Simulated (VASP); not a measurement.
## H3Os: relaxation of cell and atoms with PBE

Crystal: H3Os.

```xyz
4
Lattice="3.1349 0.0000 0.0000 0.0000 3.1349 0.0000 0.0000 0.0000 3.1349" Properties=species:S:1:pos:R:3 pbc="T T T"
H     0.0000    1.5674    1.5674
H     1.5674    0.0000    1.5674
H     1.5674    1.5674    0.0000
Os    0.0000    0.0000    0.0000
```

```json
{"Program": "VASP 6.6.1", "Task": "relaxation of cell and atoms", "Functional": "PBE", "Potentials or basis": "VASP PAW PBE potentials, release 64 (H, Os)", "Cutoff": "600 eV", "k mesh": "6 × 6 × 6", "Occupations": "gaussian, width 0.1 eV", "Spin": "no spin polarisation", "Dipole correction": "no", "Further INCAR settings": "ALGO = Normal; EDIFF = 1e-06; IBRION = 2; EDIFFG = -0.04; NSW = 90; ISIF = 3"}
```

The relaxed volume is 5.84 Å³/atom and the relaxed cell is a = 2.859 Å, b = 2.859 Å, c = 2.859 Å, α = 90.00°, β = 90.00°, γ = 90.00°. The space group after relaxing (to 0.05 Å) is Pm-3m (No. 221) and the energy gained by relaxing is 289.8 meV/atom. The ionic steps are 3. The pressure after relaxing is 0.0 GPa.

Step by step:
```
step  energy change (eV)  largest force (eV/Å)  pressure (GPa)  volume (Å³)
   1              0.0000                0.0000          -38.87        30.81
   2             -1.1583                0.0000            1.88        23.20
   3             -1.1592                0.0000            0.03        23.36
```

Final structure:
```
H Os
1.0
     2.85880    0.00000    0.00000
     0.00000    2.85880    0.00000
     0.00000    0.00000    2.85880
H Os
3 1
Cartesian
  0.0000 1.4294 1.4294
  1.4294 0.0000 1.4294
  1.4294 1.4294 0.0000
  0.0000 0.0000 0.0000
```

Levels at points of the mesh, in eV from the Fermi level:
```csv
k point,band 1,band 2,band 3,band 4,band 5,band 6,band 7,band 8,band 9
"(0.00, 0.00, 0.00)",-13.44,-6.40,-6.40,0.53,0.53,0.53,6.16,6.16,8.86
"(0.50, 0.00, 0.00)",-9.37,-8.41,-4.40,-1.90,-1.90,0.76,0.92,2.87,10.76
"(0.50, 0.50, 0.00)",-8.88,-4.68,-4.64,-4.64,-1.40,-1.40,2.13,6.12,6.88
"(0.50, 0.50, 0.50)",-7.82,-7.82,-7.82,2.32,2.32,4.24,5.15,5.15,5.15
```

Wall time 14 s on 1 thread of Intel(R) Xeon(R) Platinum 8488C (Sapphire Rapids), on a shared host, peak memory 0.16 GiB.

Caveat: the volume moved by over 15 % at a fixed basis, so the end points are rough; spin-orbit coupling is left out, which moves the levels of the heavy elements.
